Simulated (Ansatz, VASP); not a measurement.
Two plane-wave programs on TiW3

```xyz
4
Lattice="2.6789 0.0000 0.0000 -1.3395 2.3200 0.0000 0.0000 0.0000 10.6595" Properties=species:S:1:pos:R:3 pbc="T T T"
Ti    0.0000    1.5467    0.0000
W     0.0000    1.5467    5.3298
W     1.3395    0.7733    2.6649
W     1.3395    0.7733    7.9946
```

Alike in both runs: task relaxation of cell and atoms; functional PBE; k mesh 6 × 6 × 2; occupations gaussian, width 0.1 eV; no spin polarisation.

|  | VASP | Ansatz |
| --- | --- | --- |
| version | VASP 6.6.1 | Ansatz 0.2.0 |
| potentials or method | VASP PAW PBE potentials, release 64 (Ti_sv, W_sv), cutoff 600 eV | scalar-relativistic, plane waves, PAW |
| valence electrons in the cell | 54 | 54 |

Ansatz gave:

| Property | Result |
| --- | --- |
| gap on the k mesh at the Fermi level, each at its own relaxed structure (eV) | none |
| relaxed volume (Å³/atom) | 16.59 |
| relaxed length of the cell vector where the two differ most in proportion (Å) | 2.799 |

Task: Estimate VASP's values.

Result: gap on the k mesh at the Fermi level, each at its own relaxed structure (eV): none; relaxed volume (Å³/atom): 16.63; relaxed length of the cell vector where the two differ most in proportion (Å): 2.801.

A gap of «none» marks a metal or a gap that the smearing closes.

The k mesh is coarse, so the values compare programs but aren't converged. Neither program's run includes spin-orbit coupling.
